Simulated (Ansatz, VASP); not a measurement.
## Ru in VASP and in Ansatz

```
CELL_PARAMETERS angstrom
2.70580 0.00000 0.00000
-1.35290 2.34329 0.00000
0.00000 0.00000 4.28190
ATOMIC_POSITIONS crystal
Ru 0.33333 0.66667 0.25000
Ru 0.66667 0.33333 0.75000
```

Alike in both runs: task single point; functional PBE; k mesh 18 × 18 × 10; occupations fermi-dirac, width 0.025 eV; non-collinear spin, spin-orbit coupling.

|  | VASP | Ansatz |
| --- | --- | --- |
| version | VASP 6.6.1 | Ansatz 0.2.0 |
| potentials or method | VASP PAW PBE potentials, release 64 (Ru_pv) | plane waves, PAW |
| plane-wave cutoff (eV) | 520 | 420 |
| valence electrons in the cell | 28 | 32 |

```csv
,VASP,Ansatz,Ansatz less VASP
net moment per atom (μB),0.00,0.00,0.000
```

VASP's potentials hold 28 valence electrons a cell and Ansatz's 32, so a difference there can come from the potentials and not from the codes. Ansatz's warnings: optics on partly filled bands.
